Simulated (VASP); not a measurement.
# Cu3N (Pm-3m) in VASP: relaxation of cell and atoms with HSE06

Aim: the relaxation of cell and atoms of Cu3N with HSE06.

Everything below comes from runs of VASP 6.6.1. Logs are shortened: lines on timing, memory, paths and dates and some standing lists are left out, and cuts for length are marked.

## Step 1: The cell of the first run

The structure is cubic, space group Pm-3m (No. 221). The conventional cell has a = 3.789 Å, b = 3.789 Å, c = 3.789 Å, α = 90.00°, β = 90.00°, γ = 90.00°. Within 2.5 Å of Cu (site symmetry 4/mmm) lie 2 N at 1.89 Å. N (site symmetry m-3m) has 6 Cu at 1.89 Å within 2.5 Å.

## Step 2: Relaxation of cell and atoms, HSE06

Contents of POSCAR:

```
Cu3N
1.0
    3.7893700930      0.0000000000      0.0000000000
    0.0000000000      3.7893700930      0.0000000000
    0.0000000000      0.0000000000      3.7893700930
Cu N
3 1
Direct
    0.5000000000      0.0000000000      0.0000000000
    0.0000000000      0.5000000000      0.0000000000
    0.0000000000      0.0000000000      0.5000000000
    0.0000000000      0.0000000000      0.0000000000
```

Contents of INCAR.step1:

```
PREC = Accurate
ENCUT = 600
EDIFF = 1E-5
ISMEAR = -1
SIGMA = 0.02
LREAL = F
LASPH = T
NELM = 120
ALGO = Normal
LWAVE = T
LCHARG = F
GGA = PE
NBANDS = 27
GGA_COMPAT = F
IBRION = 2
ISIF = 3
EDIFFG = -0.005
NELMIN = 4
NSW = 100
KPAR = 4
```

Contents of INCAR.step2:

```
PREC = Accurate
ENCUT = 600
EDIFF = 1E-7
ISMEAR = -1
SIGMA = 0.02
LREAL = F
LASPH = T
NELM = 120
ALGO = Normal
ISIF = 3
LWAVE = F
LCHARG = F
GGA = PE
LHFCALC = T
HFSCREEN = 0.2079
PRECFOCK = Normal
IBRION = 2
NSW = 80
EDIFFG = -0.005
ISTART = 1
GGA_COMPAT = F
NELMIN = 4
KPAR = 4
```

Contents of KPOINTS:

```
regular mesh
0
Gamma
  4 4 4
```

Potentials or basis: VASP PAW PBE potentials, release 64 (Cu, N).

Command:

```bash
cat potpaw_PBE.64/Cu/POTCAR potpaw_PBE.64/N/POTCAR > POTCAR
cp INCAR.step1 INCAR
mpirun -np 4 vasp_std > vasp.out
cp INCAR.step2 INCAR
mpirun -np 4 vasp_std > vasp.out
```

OUTCAR:

```text
PREC = Accurate
   ENCUT = 600
   EDIFF = 1E-7
   ISMEAR = -1
   LREAL = F
   LASPH = T
   NELM = 120
   ISIF = 3
   GGA = PE
   LHFCALC = T
   HFSCREEN = 0.2079
   PRECFOCK = Normal
   IBRION = 2
   NSW = 80
   EDIFFG = -0.005
   ISTART = 1
   NELMIN = 4

 ion  position               nearest neighbor table
   1  0.500  0.000  0.000-   4 1.89   4 1.89   2 2.68   3 2.68   2 2.68   2 2.68   3 2.68   3 2.68
                             3 2.68   2 2.68
   2  0.000  0.500  0.000-   4 1.89   4 1.89   1 2.68   3 2.68   1 2.68   3 2.68   3 2.68   3 2.68
                             1 2.68   1 2.68
   3  0.000  0.000  0.500-   4 1.89   4 1.89   1 2.68   1 2.68   2 2.68   2 2.68   2 2.68   2 2.68
                             1 2.68   1 2.68
   4  0.000  0.000  0.000-   1 1.89   2 1.89   3 1.89   3 1.89   2 1.89   1 1.89

  LATTYP: Found a simple cubic cell.
 ALAT       =     3.7893700930

  Lattice vectors:

 A1 = (   3.7893700930,   0.0000000000,   0.0000000000)
 A2 = (   0.0000000000,   3.7893700930,   0.0000000000)
 A3 = (   0.0000000000,   0.0000000000,   3.7893700930)

Analysis of symmetry for initial positions (statically):
=====================================================================
 Subroutine PRICEL returns:
 Original cell was already a primitive cell.

 Routine SETGRP: Setting up the symmetry group for a
 simple cubic supercell.

 Subroutine GETGRP returns: Found 48 space group operations
 (whereof 48 operations were pure point group operations)
 out of a pool of 48 trial point group operations.

The static configuration has the point symmetry O_h .

Analysis of symmetry for dynamics (positions and initial velocities):
=====================================================================
 Subroutine PRICEL returns:
 Original cell was already a primitive cell.

 Routine SETGRP: Setting up the symmetry group for a
 simple cubic supercell.

 Subroutine GETGRP returns: Found 48 space group operations
 (whereof 48 operations were pure point group operations)
 out of a pool of 48 trial point group operations.

The dynamic configuration has the point symmetry O_h .

 Subroutine INISYM returns: Found 48 space group operations
 (whereof 48 operations are pure point group operations),
 and found     1 'primitive' translations

----------------------------------------------------------------------------------------

                                     Primitive cell

  volume of cell :      54.4128

  direct lattice vectors                    reciprocal lattice vectors
     3.789370093  0.000000000  0.000000000     0.263896103  0.000000000  0.000000000
     0.000000000  3.789370093  0.000000000     0.000000000  0.263896103  0.000000000
     0.000000000  0.000000000  3.789370093     0.000000000  0.000000000  0.263896103

  length of vectors
     3.789370093  3.789370093  3.789370093     0.263896103  0.263896103  0.263896103

  position of ions in fractional coordinates (direct lattice)
     0.500000000  0.000000000  0.000000000
     0.000000000  0.500000000  0.000000000
     0.000000000  0.000000000  0.500000000
     0.000000000  0.000000000  0.000000000

  ion indices of the primitive-cell ions
   primitive index   ion index
                 1           1
                 2           2
                 3           3
                 4           4

----------------------------------------------------------------------------------------

 KPOINTS: regular mesh

Automatic generation of k-mesh.
 Grid dimensions read from file:
 generate k-points for:    4    4    4

 Generating k-lattice:

  Cartesian coordinates                     Fractional coordinates (reciprocal lattice)
     0.065974026  0.000000000  0.000000000     0.250000000  0.000000000  0.000000000
     0.000000000  0.065974026  0.000000000     0.000000000  0.250000000  0.000000000
     0.000000000  0.000000000  0.065974026     0.000000000  0.000000000  0.250000000

  Length of vectors
     0.065974026  0.065974026  0.065974026

  Shift w.r.t. Gamma in fractional coordinates (k-lattice)
     0.000000000  0.000000000  0.000000000

 Subroutine IBZKPT returns following result:
 ===========================================

 Found     10 irreducible k-points:

 Following reciprocal coordinates:
            Coordinates               Weight
  0.000000  0.000000  0.000000      1.000000
  0.250000  0.000000  0.000000      6.000000
  0.500000  0.000000  0.000000      3.000000
  0.250000  0.250000  0.000000     12.000000
  0.500000  0.250000  0.000000     12.000000
  0.500000  0.500000  0.000000      3.000000
  0.250000  0.250000  0.250000      8.000000
  0.500000  0.250000  0.250000     12.000000
  0.500000  0.500000  0.250000      6.000000
  0.500000  0.500000  0.500000      1.000000
   k-points           NKPTS =     10   k-points in BZ     NKDIM =     64   number of bands    NBANDS=     23
   number of dos      NEDOS =    301   number of ions     NIONS =      4
   total plane-waves  NPLWV =  27000
   dimension x,y,z NGX =    30 NGY =   30 NGZ =   30
   dimension x,y,z NGXF=    60 NGYF=   60 NGZF=   60
   ions per type =               3   1
   NGX,Y,Z   is equivalent  to a cutoff of  13.16, 13.16, 13.16 a.u.
   NGXF,Y,Z  is equivalent  to a cutoff of  26.32, 26.32, 26.32 a.u.
 SYSTEM =  unknown system
   PREC   = accura    normal or accurate (medium, high low for compatibility)
   ISTART =      1    job   : 0-new  1-cont  2-samecut
   ICHARG =      0    charge: 1-file 2-atom 10-const
   ISPIN  =      1    spin polarized calculation?
   LNONCOLLINEAR =      F non collinear calculations
   LSORBIT =      F    spin-orbit coupling
   LASPH  =      T    aspherical Exc in radial PAW
   ENCUT  =  600.0 eV  44.10 Ry    6.64 a.u.   7.57  7.57  7.57*2*pi/ulx,y,z
   NELM   =    120;   NELMIN=  4; NELMDL=  0     # of ELM steps
   EDIFF  = 0.1E-06   stopping-criterion for ELM
   LREAL  =      F    real-space projection
   EDIFFG = -.5E-02   stopping-criterion for IOM
   NSW    =     80    number of steps for IOM
   IBRION =      2    ionic relax: 0-MD 1-quasi-New 2-CG
   NFREE  =      1    steps in history (QN), initial steepest desc. (CG)
   ISIF   =      3    stress and relaxation
   ISYM   =      3    0-nonsym 1-usesym 2-fastsym
   POTIM  = 0.5000    time-step for ionic-motion
   TEBEG  =    0.0;   TEEND  =   0.0 temperature during run
   PSTRESS=    0.0 pullay stress
   NELECT =      38.0000    total number of electrons
   NUPDOWN=      -1.0000    fix difference up-down
   EMIN   =  10.00;   EMAX   =-10.00  energy-range for DOS
   EFERMI =   0.00;   METHOD = LEGACY
   ISMEAR =    -1;   SIGMA  =   0.02  broadening in eV -4-tet -1-fermi 0-gaus
   EFERMI_NEDOS =   21; number of points for ismear=-14 and -15
   IALGO  =     38    algorithm
   IMIX   =      1    mixing-type and parameters
     AMIX     =   0.40;   BMIX     =  1.00
     AMIX_MAG =   1.60;   BMIX_MAG =  1.00
  volume/ion in A,a.u.               =      13.60        91.80
  Fermi-wavevector in a.u.,A,eV,Ry     =   1.452454  2.744740 28.703152  2.109622
  Thomas-Fermi vector in A             =   2.569834
   LORBIT       =      0    0 simple, 1 ext, 2 COOP (PROOUT), +10 PAW based schemes
   GGA     = PE    functional components
   LHFCALC =     T    Hartree Fock is set to
   PRECFOCK=normal    Normal, Fast or Accurate (Low or Medium for compatibility)
   ENCUT4O =  -1.0   cutoff for four orbital integrals eV
   NKREDX  =     1    reduce k-point grid by
   NKREDY  =     1    reduce k-point grid by
   NKREDZ  =     1    reduce k-point grid by
   AEXX    =    0.2500 exact exchange contribution
   HFSCREEN=    0.2079 screening length (either q_TF or 0.3 A-1)
   HFSCREENC=   0.2079 screening length for correlation (either q_TF or 0.3 A-1)
   ENCUTFOCK=  -1.0 apply spherical cutoff to Coloumb kernel
   IVDW    =     0    specifies the selected vdW correction
   LEPSILON=     F    determine dielectric tensor
   LRPA    =     F    only Hartree local field effects (RPA)
 conjugate gradient relaxation of ions
 non-spin polarized calculation
  energy-cutoff  :      600.00
  volume of cell :       54.41
 maximum number of plane-waves:      1856
  NGX = 24; NGY = 24; NGZ = 24

--------------------------------------- Ionic step        1  -------------------------------------------

 number of electron      37.9999988 magnetization

 Free energy of the ion-electron system (eV)
  ---------------------------------------------------
  ext. energy  EPLUGINS =         0.00000000
  ---------------------------------------------------
  free energy    TOTEN  =       -20.41580847 eV

  energy without entropy =      -20.41580847  energy(sigma->0) =      -20.41580847

------------------------ aborting loop because EDIFF is reached ----------------------------------------

  FORCE on cell =-STRESS in cart. coord.  units (eV):
  Direction    XX          YY          ZZ          XY          YZ          ZX
  --------------------------------------------------------------------------------------
  -------------------------------------------------------------------------------------
  Total        1.3328637      1.3328637      1.3328637      0.0000000     -0.0000000      0.0000000
  in kB       39.2459869     39.2459869     39.2459869      0.0000000     -0.0000000      0.0000000
  external PRESSURE =      39.2459869 kB  Pullay stress =       0.0000000 kB
[... 23 lines left out ...]
  energy  without entropy=      -20.4158084693  energy(sigma->0) =      -20.41580847

--------------------------------------- Ionic step        2  -------------------------------------------

 number of electron      37.9999910 magnetization

 E-fermi :   4.2467     XC(G=0):  -8.7019

 val. band max:        3.7843478009   @ k =   0.5000   0.5000   0.5000
 cond. band min:       4.8756776591   @ k =   0.5000   0.5000   0.0000
 fundamental gap:      1.0913298582
 Fermi energy:         4.2466689435

 k-point     1 :       0.0000    0.0000    0.0000
  band No.  band energies     occupation
      1     -14.0076      2.00000
      2      -1.5926      2.00000
      3      -0.8119      2.00000
      4      -0.8119      2.00000
      5      -0.8119      2.00000
      6      -0.7797      2.00000
[... 284 lines left out ...]
  energy  without entropy=      -20.4316677162  energy(sigma->0) =      -20.43166772

--------------------------------------- Ionic step        3  -------------------------------------------

 number of electron      37.9999921 magnetization

 Free energy of the ion-electron system (eV)
  ---------------------------------------------------
  ext. energy  EPLUGINS =         0.00000000
  ---------------------------------------------------
  free energy    TOTEN  =       -20.43681041 eV

  energy without entropy =      -20.43681041  energy(sigma->0) =      -20.43681041

 E-fermi :   4.4189     XC(G=0):  -8.7669

 val. band max:        3.9600738916   @ k =   0.5000   0.5000   0.5000
 cond. band min:       4.9872657429   @ k =   0.5000   0.5000   0.0000
 fundamental gap:      1.0271918514
 Fermi energy:         4.4189382476

 k-point     1 :       0.0000    0.0000    0.0000
  band No.  band energies     occupation
      1     -13.9940      2.00000
      2      -1.5372      2.00000
      3      -0.7379      2.00000
      4      -0.7379      2.00000
      5      -0.7379      2.00000
      6      -0.7126      2.00000
[... 280 lines left out ...]
  FREE ENERGIE OF THE ION-ELECTRON SYSTEM (eV)
  ---------------------------------------------------
  free  energy   TOTEN  =       -20.4368104051 eV

  energy  without entropy=      -20.4368104051  energy(sigma->0) =      -20.43681041

 reached required accuracy - stopping structural energy minimisation
```

It took 51 min on 4 MPI ranks of Intel Xeon 6975P-C (Granite Rapids), shared host; peak memory 0.29 GiB.

Results:

* Free energy: -20.4368 eV
* Relaxed volume: 14.04 Å³/atom
* Relaxed cell: a = 3.830 Å, b = 3.830 Å, c = 3.830 Å, α = 90.00°, β = 90.00°, γ = 90.00°
* Space group after relaxing (to 0.1 Å): Pm-3m (No. 221)
* Energy gained by relaxing: 5.3 meV/atom
* Ionic steps: 3
* Pressure after relaxing: 0.0 GPa
* Band gap on the k mesh: 1.03 eV (least direct gap 1.74 eV)

The path:
```csv
step,energy change (eV),largest force (eV/Å),pressure (GPa),volume (Å³)
1,0.0000,0.0000,3.92,54.41
2,-0.0159,0.0000,-1.81,57.08
3,-0.0210,0.0000,0.02,56.17
```

Final structure:
```
Cu N
1.0
     3.82980    0.00000    0.00000
     0.00000    3.82980    0.00000
     0.00000    0.00000    3.82980
Cu N
3 1
Cartesian
  1.9149 0.0000 0.0000
  0.0000 1.9149 0.0000
  0.0000 0.0000 1.9149
  0.0000 0.0000 0.0000
```

Caveat: the PAW data sets were made with another functional, which shifts forces and pressure a little.
